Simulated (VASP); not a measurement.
A run of VASP 6.6.1 is set up as follows.

POSCAR

```
Yb
1.0
    0.0000000000      2.5956472832      2.5956472832
    2.5956472832      0.0000000000      2.5956472832
    2.5956472832      2.5956472832      0.0000000000
Yb
1
Direct
    0.0000000000      0.0000000000      0.0000000000
```

The input INCAR.step1:

```
ALGO     = Normal         # electronic algorithm
EDIFF    = 1E-4           # SCF threshold, eV
ENCUT    = 520            # plane-wave cutoff, eV
GGA      = PE             # functional
ISMEAR   = -1             # smearing method
LASPH    = True           # aspherical terms in the spheres
LCHARG   = False          # write CHGCAR
LREAL    = False          # projectors in reciprocal space
LWAVE    = True           # write WAVECAR
NBANDS   = 18             # bands
NELM     = 100            # most SCF steps
PREC     = Accurate       # precision mode
SIGMA    = 0.1            # smearing width, eV
```

File INCAR.step2:

```
ALGO     = Normal         # electronic algorithm
EDIFF    = 1E-6           # SCF threshold, eV
ENCUT    = 520            # plane-wave cutoff, eV
ISIF     = 2              # what is computed and relaxed
ISMEAR   = -1             # smearing method
ISTART   = 1            
LASPH    = True           # aspherical terms in the spheres
LCHARG   = True           # write CHGCAR
LELF     = True           # ELF
LMIXTAU  = True         
LREAL    = False          # projectors in reciprocal space
LVHAR    = True         
LWAVE    = False          # write WAVECAR
METAGGA  = R2SCAN         # meta-GGA
NBANDS   = 18             # bands
NELM     = 100            # most SCF steps
PREC     = Accurate       # precision mode
SIGMA    = 0.1            # smearing width, eV
```

KPOINTS

```
k-points
0
Gamma
  11 11 11
```

Potentials or basis: VASP PAW PBE potentials, release 64 (Yb).

The run is started by

```console
$ cat potpaw_PBE.64/Yb/POTCAR > POTCAR
$ cp INCAR.step1 INCAR
$ mpirun -np 1 vasp_std > vasp.out
$ cp INCAR.step2 INCAR
$ mpirun -np 1 vasp_std > vasp.out
```

**Question.** What does it give for the pressure?

**Answer.** -0.7 GPa.

Caveat: the PAW data sets were made with another functional, which shifts forces and pressure a little; spin-orbit coupling is left out, which moves the levels of the heavy elements. Spin polarisation is off, so any magnetic state and its effect on volume and gap are missing.
